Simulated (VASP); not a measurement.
# Ti (P6_3/mmc) in VASP: a series of runs, part 2 of 2

VASP 6.6.1.

### Step 3. Single point, PBEsol (volume scaled by 0.91, then relaxed in part)

INCAR

```
PREC     = Accurate       # precision mode
ENCUT    = 520            # plane-wave cutoff, eV
EDIFF    = 1E-6           # SCF threshold, eV
ISMEAR   = 0              # smearing method
SIGMA    = 0.1            # smearing width, eV
LREAL    = False          # projectors in reciprocal space
LASPH    = True           # aspherical terms in the spheres
NELM     = 60             # most SCF steps
ALGO     = Normal         # electronic algorithm
ISIF     = 2              # what is computed and relaxed
LWAVE    = False          # write WAVECAR
LCHARG   = False          # write CHGCAR
GGA      = PS             # functional
NBANDS   = 19             # bands
```

KPOINTS

```
Automatic mesh
0
Gamma
  18 18 10
```

POSCAR

```
Ti
1.0
    2.8084050453      0.0000000000      0.0000000000
   -1.4042025227      2.4321501134      0.0000000000
    0.0000000000      0.0000000000      4.4561546085
Ti
2
Direct
    0.3333333333      0.6666666667      0.2500000000
    0.6666666667      0.3333333333      0.7500000000
```

Potentials or basis: VASP PAW PBE potentials, release 64 (Ti_sv).

On the command line:

```
> cat potpaw_PBE.64/Ti_sv/POTCAR > POTCAR
> mpirun -np 1 vasp_std > vasp.out
```

OUTCAR:

```text
PREC = Accurate
   ENCUT = 520
   EDIFF = 1E-6
   ISMEAR = 0
   LREAL = False
   LASPH = True
   NELM = 60
   ISIF = 2
   GGA = PS

 ion  position               nearest neighbor table
   1  0.333  0.667  0.250-   2 2.76   2 2.76   2 2.76   2 2.76   2 2.76   2 2.76
   2  0.667  0.333  0.750-   1 2.76   1 2.76   1 2.76   1 2.76   1 2.76   1 2.76

  LATTYP: Found a hexagonal cell.
 ALAT       =     2.8084050453
 C/A-ratio  =     1.5867207673

  Lattice vectors:

 A1 = (   2.8084050453,   0.0000000000,   0.0000000000)
 A2 = (  -1.4042025227,   2.4321501134,   0.0000000000)
 A3 = (   0.0000000000,   0.0000000000,   4.4561546085)

Analysis of symmetry for initial positions (statically):
=====================================================================
 Subroutine PRICEL returns:
 Original cell was already a primitive cell.

 Routine SETGRP: Setting up the symmetry group for a
 hexagonal supercell.

 Subroutine GETGRP returns: Found 24 space group operations
 (whereof 12 operations were pure point group operations)
 out of a pool of 24 trial point group operations.

The static configuration has the point symmetry D_3d.
 The point group associated with its full space group is D_6h.

Analysis of symmetry for dynamics (positions and initial velocities):
=====================================================================
 Subroutine PRICEL returns:
 Original cell was already a primitive cell.

 Routine SETGRP: Setting up the symmetry group for a
 hexagonal supercell.

 Subroutine GETGRP returns: Found 24 space group operations
 (whereof 12 operations were pure point group operations)
 out of a pool of 24 trial point group operations.

The dynamic configuration has the point symmetry D_3d.
 The point group associated with its full space group is D_6h.

 Subroutine INISYM returns: Found 24 space group operations
 (whereof 12 operations are pure point group operations),
 and found     1 'primitive' translations

----------------------------------------------------------------------------------------

                                     Primitive cell

  volume of cell :      30.4376

  direct lattice vectors                    reciprocal lattice vectors
     2.808405045  0.000000000  0.000000000     0.356073994  0.205579416  0.000000000
    -1.404202523  2.432150113  0.000000000     0.000000000  0.411158832  0.000000000
     0.000000000  0.000000000  4.456154609     0.000000000  0.000000000  0.224408731

  length of vectors
     2.808405045  2.808405045  4.456154609     0.411158832  0.411158832  0.224408731

  position of ions in fractional coordinates (direct lattice)
     0.333333333  0.666666667  0.250000000
     0.666666667  0.333333333  0.750000000

  ion indices of the primitive-cell ions
   primitive index   ion index
                 1           1
                 2           2

----------------------------------------------------------------------------------------

 KPOINTS: Automatic mesh

Automatic generation of k-mesh.
 Grid dimensions read from file:
 generate k-points for:   18   18   10

 Generating k-lattice:

  Cartesian coordinates                     Fractional coordinates (reciprocal lattice)
     0.019781889  0.011421079  0.000000000     0.055555556  0.000000000  0.000000000
     0.000000000  0.022842157  0.000000000     0.000000000  0.055555556  0.000000000
     0.000000000  0.000000000  0.022440873     0.000000000  0.000000000  0.100000000

  Length of vectors
     0.022842157  0.022842157  0.022440873

  Shift w.r.t. Gamma in fractional coordinates (k-lattice)
     0.000000000  0.000000000  0.000000000

 Subroutine IBZKPT returns following result:
 ===========================================

 Found    222 irreducible k-points:

 Following reciprocal coordinates:
            Coordinates               Weight
  0.000000  0.000000  0.000000      1.000000
  0.055556  0.000000  0.000000      6.000000
  0.111111  0.000000  0.000000      6.000000
  0.166667  0.000000  0.000000      6.000000
  0.222222  0.000000  0.000000      6.000000
  0.277778  0.000000  0.000000      6.000000
[... 16 lines left out ...]
  0.333333  0.111111  0.000000     12.000000
  0.388889  0.111111  0.000000     12.000000
 [... further k-points ...]
   k-points           NKPTS =    222   k-points in BZ     NKDIM =    222   number of bands    NBANDS=     19
   number of dos      NEDOS =    301   number of ions     NIONS =      2
   total plane-waves  NPLWV =  20736
   dimension x,y,z NGX =    24 NGY =   24 NGZ =   36
   dimension x,y,z NGXF=    48 NGYF=   48 NGZF=   72
   ions per type =               2
   NGX,Y,Z   is equivalent  to a cutoff of  14.21, 14.21, 13.43 a.u.
   NGXF,Y,Z  is equivalent  to a cutoff of  28.41, 28.41, 26.86 a.u.
 SYSTEM =  unknown system
   PREC   = accura    normal or accurate (medium, high low for compatibility)
   ISTART =      0    job   : 0-new  1-cont  2-samecut
   ICHARG =      2    charge: 1-file 2-atom 10-const
   ISPIN  =      1    spin polarized calculation?
   LNONCOLLINEAR =      F non collinear calculations
   LSORBIT =      F    spin-orbit coupling
   LASPH  =      T    aspherical Exc in radial PAW
   ENCUT  =  520.0 eV  38.22 Ry    6.18 a.u.   5.22  5.22  8.29*2*pi/ulx,y,z
   NELM   =     60;   NELMIN=  2; NELMDL= -5     # of ELM steps
   EDIFF  = 0.1E-05   stopping-criterion for ELM
   LREAL  =      F    real-space projection
   EDIFFG = 0.1E-04   stopping-criterion for IOM
   NSW    =      0    number of steps for IOM
   IBRION =     -1    ionic relax: 0-MD 1-quasi-New 2-CG
   NFREE  =      0    steps in history (QN), initial steepest desc. (CG)
   ISIF   =      2    stress and relaxation
   ISYM   =      2    0-nonsym 1-usesym 2-fastsym
   POTIM  = 0.5000    time-step for ionic-motion
   TEBEG  =    0.0;   TEEND  =   0.0 temperature during run
   PSTRESS=    0.0 pullay stress
   NELECT =      24.0000    total number of electrons
   NUPDOWN=      -1.0000    fix difference up-down
   EMIN   =  10.00;   EMAX   =-10.00  energy-range for DOS
   EFERMI =   0.00;   METHOD = LEGACY
   ISMEAR =     0;   SIGMA  =   0.10  broadening in eV -4-tet -1-fermi 0-gaus
   EFERMI_NEDOS =   21; number of points for ismear=-14 and -15
   IALGO  =     38    algorithm
   IMIX   =      4    mixing-type and parameters
     AMIX     =   0.40;   BMIX     =  1.00
     AMIX_MAG =   1.60;   BMIX_MAG =  1.00
  volume/ion in A,a.u.               =      15.22       102.70
  Fermi-wavevector in a.u.,A,eV,Ry     =   1.512429  2.858077 31.122549  2.287443
  Thomas-Fermi vector in A             =   2.622355
   LORBIT       =      0    0 simple, 1 ext, 2 COOP (PROOUT), +10 PAW based schemes
   GGA     = PS    functional components
   LHFCALC =     F    Hartree Fock is set to
   AEXX    =    0.0000 exact exchange contribution
   IVDW    =     0    specifies the selected vdW correction
   LEPSILON=     F    determine dielectric tensor
   LRPA    =     F    only Hartree local field effects (RPA)
 non-spin polarized calculation
 Gauss-broadening in eV      SIGMA  =   0.10
  energy-cutoff  :      520.00
  volume of cell :       30.44
 maximum number of plane-waves:       840
 NGX is ok and might be reduce to    24
   NGX = 11   NGY = 11   NGZ = 17

 number of electron      23.9999996 magnetization

 Free energy of the ion-electron system (eV)
  ---------------------------------------------------
  ext. energy  EPLUGINS =         0.00000000
  ---------------------------------------------------
  free energy    TOTEN  =       -16.57363182 eV

  energy without entropy =      -16.56435091  energy(sigma->0) =      -16.56899136

 E-fermi :   9.6804     XC(G=0): -12.2825

 val. band max:        9.6719835065   @ k =   0.3333   0.3333   0.3000
 cond. band min:       9.6932467956   @ k =   0.1111   0.0556   0.0000
 fundamental gap:      0.0212632892
 Fermi energy:         9.6804161735

 k-point     1 :       0.0000    0.0000    0.0000
  band No.  band energies     occupation
      1     -46.7528      2.00000
      2     -46.5184      2.00000
      3     -23.6178      2.00000
      4     -22.6483      2.00000
      5     -22.6483      2.00000
      6     -22.5303      2.00000
[... 11 lines left out ...]
     18      11.5398      0.00000
     19      13.3694      0.00000

 k-point     2 :       0.0556    0.0000    0.0000
  band No.  band energies     occupation
      1     -46.7475      2.00000
      2     -46.5162      2.00000
      3     -23.6073      2.00000
      4     -22.6705      2.00000
      5     -22.6557      2.00000
      6     -22.5346      2.00000
[... 476 lines left out ...]
 k-point    24 :       0.3889    0.1111    0.0000
  band No.  band energies     occupation
      1     -46.5491      2.00000
      2     -46.4724      2.00000
      3     -23.3462      2.00000
      4     -23.1615      2.00000
      5     -23.1449      2.00000
      6     -22.9064      2.00000
[... 11 lines left out ...]
     18      13.7786      0.00000
     19      14.7089      0.00000

 [... further k-points ...]
[... 5 lines left out ...]
  --------------------------------------------------------------------------------------
  -------------------------------------------------------------------------------------
  Total        2.4415678      2.4415678      2.4519052     -0.0000000      0.0000000      0.0000000
  in kB      128.5194917    128.5194917    129.0636321     -0.0000000      0.0000000      0.0000000
  external PRESSURE =     128.7008718 kB  Pullay stress =       0.0000000 kB

 VOLUME and BASIS-vectors are now :
 -----------------------------------------------------------------------------
  energy-cutoff  :      520.00
  volume of cell :       30.44
      direct lattice vectors                 reciprocal lattice vectors
     2.808405045  0.000000000  0.000000000     0.356073994  0.205579416  0.000000000
    -1.404202523  2.432150113  0.000000000     0.000000000  0.411158832  0.000000000
     0.000000000  0.000000000  4.456154609     0.000000000  0.000000000  0.224408731

 POSITION                                       TOTAL-FORCE (eV/Angst)
 -----------------------------------------------------------------------------------
     -0.00000      1.62143      1.11404         0.000000      0.000000      0.000000
      1.40420      0.81072      3.34212         0.000000      0.000000      0.000000
 -----------------------------------------------------------------------------------
    total drift:                               -0.000000      0.000000     -0.000000

  FREE ENERGIE OF THE ION-ELECTRON SYSTEM (eV)
  ---------------------------------------------------
  free  energy   TOTEN  =       -16.5736318197 eV

  energy  without entropy=      -16.5643509096  energy(sigma->0) =      -16.56899136
```

It took 43 s on 1 thread of Intel Xeon 6975P-C (Granite Rapids), shared host; peak memory 0.23 GiB.

Results:

```
Free energy            : -16.5736 eV
Pressure               : 12.9 GPa
Band gap on the k mesh : zero (band 12 reaches 10.58 eV, above the bottom of band 13 at 9.37 eV)
```

Levels at points of the mesh, in eV from the Fermi level:
```csv
k point,band 8,band 9,band 10,band 11,band 12,band 13,band 14,band 15,band 16,band 17
"(0.00, 0.00, 0.00)",-32.18,-6.50,-3.05,0.83,0.83,0.97,1.19,1.43,1.43,1.86
"(0.50, 0.00, 0.00)",-32.29,-2.59,-2.53,-2.23,-0.44,0.48,0.74,1.37,3.95,4.21
"(0.00, 0.00, 0.50)",-32.25,-4.46,-4.46,0.07,0.07,0.72,0.72,0.72,0.72,3.28
"(0.50, 0.00, 0.50)",-32.42,-2.94,-2.94,-1.01,-1.01,1.75,1.75,1.98,1.98,4.11
```

Caveat: the cell differs from its parent crystal (volume scaled by 0.91, then relaxed in part); the PAW data sets were made with another functional, which shifts forces and pressure a little.

### Step 4. Single point, PBEsol (volume scaled by 0.94, then relaxed in part)

INCAR

```
PREC = Accurate
ENCUT = 520
EDIFF = 1E-6
ISMEAR = 0
SIGMA = 0.1
LREAL = F
LASPH = T
NELM = 60
ALGO = Normal
ISIF = 2
LWAVE = F
LCHARG = F
GGA = PS
NBANDS = 19
```

KPOINTS is that of step 3.

POSCAR

```
Ti
1.0
    2.8398688436      0.0000000000      0.0000000000
   -1.4199344218      2.4593985620      0.0000000000
    0.0000000000      0.0000000000      4.5016283246
Ti
2
Direct
    0.3333333333      0.6666666667      0.2500000000
    0.6666666667      0.3333333333      0.7500000000
```

On the command line:

```
> cat potpaw_PBE.64/Ti_sv/POTCAR > POTCAR
> mpirun -np 1 vasp_std > vasp.out
```

It took 49 s on 1 thread of Intel Xeon 6975P-C (Granite Rapids), shared host; peak memory 0.23 GiB.

It converged, with:

| Quantity | Value |
| --- | --- |
| Free energy | -16.6383 eV |
| Pressure | 7.9 GPa |
| Band gap on the k mesh | zero (band 12 reaches 10.16 eV, above the bottom of band 13 at 8.99 eV) |

Levels at points of the mesh, in eV from the Fermi level:
```tsv
k point	band 8	band 9	band 10	band 11	band 12	band 13	band 14	band 15	band 16	band 17
(0.00, 0.00, 0.00)	-32.28	-6.44	-2.96	0.81	0.81	0.95	1.08	1.39	1.39	1.79
(0.50, 0.00, 0.00)	-32.38	-2.49	-2.48	-2.13	-0.50	0.48	0.71	1.32	3.79	4.05
(0.00, 0.00, 0.50)	-32.35	-4.44	-4.44	0.08	0.08	0.71	0.71	0.71	0.71	3.16
(0.50, 0.00, 0.50)	-32.50	-2.84	-2.84	-0.95	-0.95	1.63	1.63	1.91	1.91	3.95
```

Caveat: the cell differs from its parent crystal (volume scaled by 0.94, then relaxed in part); the PAW data sets were made with another functional, which shifts forces and pressure a little.

### Step 5. Single point, PBEsol

This run uses another cell than the first one, of 16.72 Å³/atom, 1.136 times its volume.

INCAR

```
ALGO = Fast
EDIFF = 1E-7
ENCUT = 520
GGA = PS
ISIF = 2
ISMEAR = 0
LASPH = True
LCHARG = False
LREAL = False
LWAVE = False
NBANDS = 19
NELM = 60
PREC = Accurate
SIGMA = 0.1
```

KPOINTS

```
k-points
0
Gamma
  18 18 10
```

POSCAR

```
Ti
1.0
    2.9004758374      0.0000000000      0.0000000000
   -1.4502379187      2.5118857583      0.0000000000
    0.0000000000      0.0000000000      4.5909212533
Ti
2
Direct
    0.3333333333      0.6666666667      0.2500000000
    0.6666666667      0.3333333333      0.7500000000
```

On the command line:

```
> cat potpaw_PBE.64/Ti_sv/POTCAR > POTCAR
> mpirun -np 1 vasp_std > vasp.out
```

Run time: 10 min. Hardware: 1 thread of AMD EPYC 7R13 (Zen 3), shared host; peak memory 0.21 GiB.

It converged, with:

```yaml
Free_energy: -16.6840 eV
Pressure: -0.4 GPa
Band_gap_on_the_k_mesh: zero (band 12 reaches 9.40 eV, above the bottom of band 13 at 8.29 eV)
```

Levels at points of the mesh, in eV from the Fermi level:
| k point | band 8 | band 9 | band 10 | band 11 | band 12 | band 13 | band 14 | band 15 | band 16 | band 17 |
| --- | --- | --- | --- | --- | --- | --- | --- | --- | --- | --- |
| (0.00, 0.00, 0.00) | -32.47 | -6.31 | -2.80 | 0.78 | 0.78 | 0.89 | 0.91 | 1.31 | 1.31 | 1.67 |
| (0.50, 0.00, 0.00) | -32.55 | -2.41 | -2.28 | -1.96 | -0.59 | 0.46 | 0.65 | 1.23 | 3.51 | 3.75 |
| (0.00, 0.00, 0.50) | -32.52 | -4.39 | -4.39 | 0.08 | 0.08 | 0.68 | 0.68 | 0.68 | 0.68 | 2.93 |
| (0.50, 0.00, 0.50) | -32.65 | -2.66 | -2.66 | -0.87 | -0.87 | 1.43 | 1.43 | 1.79 | 1.79 | 3.65 |

Caveat: the PAW data sets were made with another functional, which shifts forces and pressure a little.

### Step 6. Relaxation of shape and atoms at fixed volume, PBEsol (volume scaled by 0.88)

INCAR

```
PREC = Accurate
ENCUT = 600
EDIFF = 1E-6
ISMEAR = 0
SIGMA = 0.1
LREAL = F
LASPH = T
NELM = 60
ALGO = Fast
ISIF = 4
LWAVE = F
LCHARG = F
GGA = PS
IBRION = 2
NSW = 50
EDIFFG = -0.01
```

KPOINTS

```
Automatic mesh
0
Gamma
  18 18 10
```

POSCAR

```
Ti
1.0
    2.7771979618      0.0000000000      0.0000000000
   -1.3885989809      2.4051239862      0.0000000000
    0.0000000000      0.0000000000      4.4066376809
Ti
2
Direct
    0.3333333333      0.6666666667      0.2500000000
    0.6666666667      0.3333333333      0.7500000000
```

Potentials or basis: VASP PAW PBE potentials, release 64 (Ti_sv).

On the command line:

```
> cat potpaw_PBE.64/Ti_sv/POTCAR > POTCAR
> mpirun -np 1 vasp_std > vasp.out
```

It took 3 min on 1 thread of Intel Xeon 6975P-C, shared host; peak memory 0.24 GiB.

It converged, with:

* Free energy: -16.4753 eV
* Energy gained by relaxing: 0.0 meV/atom
* Ionic steps: 2
* Pressure after relaxing: 18.4 GPa
* Band gap on the k mesh: zero (band 12 reaches 11.00 eV, above the bottom of band 13 at 9.77 eV)

Stress tensor (GPa, compression positive):
```
18.38  0.00  0.00
 0.00 18.38  0.00
 0.00  0.00 18.48
```

Final structure:
```cif
data_structure
_symmetry_space_group_name_H-M 'P 1'
_symmetry_Int_Tables_number 1
_cell_length_a 2.7764
_cell_length_b 2.7764
_cell_length_c 4.4091
_cell_angle_alpha 90.000
_cell_angle_beta 90.000
_cell_angle_gamma 120.000
_cell_volume 29.43
loop_
_atom_site_label
_atom_site_type_symbol
_atom_site_fract_x
_atom_site_fract_y
_atom_site_fract_z
_atom_site_occupancy
Ti1 Ti 0.33333 0.66667 0.25000 1
Ti2 Ti 0.66667 0.33333 0.75000 1
```

Levels at points of the mesh, in eV from the Fermi level:
```tsv
k point	band 8	band 9	band 10	band 11	band 12	band 13	band 14	band 15	band 16
(0.00, 0.00, 0.00)	-32.07	-6.56	-3.14	0.84	0.84	0.98	1.32	1.47	1.47
(0.50, 0.00, 0.00)	-32.19	-2.72	-2.57	-2.34	-0.37	0.48	0.77	1.42	4.11
(0.00, 0.00, 0.50)	-32.16	-4.48	-4.48	0.07	0.07	0.73	0.73	0.73	0.73
(0.50, 0.00, 0.50)	-32.34	-3.04	-3.04	-1.07	-1.07	1.87	1.87	2.05	2.05
```

Caveat: the cell differs from its parent crystal (volume scaled by 0.88); the PAW data sets were made with another functional, which shifts forces and pressure a little.

### Step 7. Overview

| task | cell | cutoff (eV) | gap on the mesh (eV) | pressure (GPa) |
| --- | --- | --- | --- | --- |
| single point | a = 2.776, b = 2.776, c = 4.410 Å, angles 90.0, 90.0, 120.0°, 2 atoms | 520 | none | 18.4 |
| single point | a = 2.808, b = 2.808, c = 4.456 Å, angles 90.0, 90.0, 120.0°, 2 atoms | 520 | none | 12.9 |
| single point | a = 2.840, b = 2.840, c = 4.502 Å, angles 90.0, 90.0, 120.0°, 2 atoms | 520 | none | 7.9 |
| single point | a = 2.900, b = 2.900, c = 4.591 Å, angles 90.0, 90.0, 120.0°, 2 atoms | 520 | none | -0.4 |
| relaxation of shape and atoms at fixed volume | relaxed from a = 2.777, b = 2.777, c = 4.407 Å, angles 90.0, 90.0, 120.0°, 2 atoms | 600 | none | 18.4 |

Alike in all rows: level PBEsol; potentials or basis VASP PAW PBE potentials, release 64 (Ti_sv); no spin polarisation; k mesh 18 × 18 × 10; smearing gaussian 0.1 eV.

Caveats: the PAW data sets were made with another functional, which shifts forces and pressure a little.

Total energies depend on the potentials used, so only differences within one code and one set of settings carry meaning.
